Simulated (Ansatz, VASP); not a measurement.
## Two plane-wave programs on BN

```
CELL_PARAMETERS angstrom
2.42886 0.00000 0.00000
-1.21443 2.10345 0.00000
0.00000 0.00000 6.65337
ATOMIC_POSITIONS crystal
B 0.33333 0.66667 0.25000
B 0.66667 0.33333 0.75000
N 0.33333 0.66667 0.75000
N 0.66667 0.33333 0.25000
```

Alike in both runs: task single point; functional LDA; k mesh 12 × 12 × 4; occupations gaussian, width 0.05 eV; no spin polarisation.

|  | VASP | Ansatz |
| --- | --- | --- |
| version | VASP 6.6.1 | Ansatz 0.2.0 |
| potentials or method | VASP PAW LDA potentials, release 64 (B, N), cutoff 520 eV | scalar-relativistic, plane waves, PAW |
| valence electrons in the cell | 16 | 16 |

|  | VASP | Ansatz | Ansatz less VASP |
| --- | --- | --- | --- |
| gap on the k mesh at the Fermi level (eV) | 4.21 | 4.22 | +0.013 |
| least direct gap on the mesh (eV) | 4.72 | 4.72 | +0.006 |
| pressure (GPa) | 20.4 | 19.7 | -0.63 |
| traceless stress, the component that is largest in VASP (GPa) | -21.10 | -20.27 | +0.824 |

Ansatz warns that its potentials were made for another functional, while VASP's fit it. LDA's correlation is that of Perdew and Zunger in VASP and of Perdew and Wang (1992) in Ansatz.
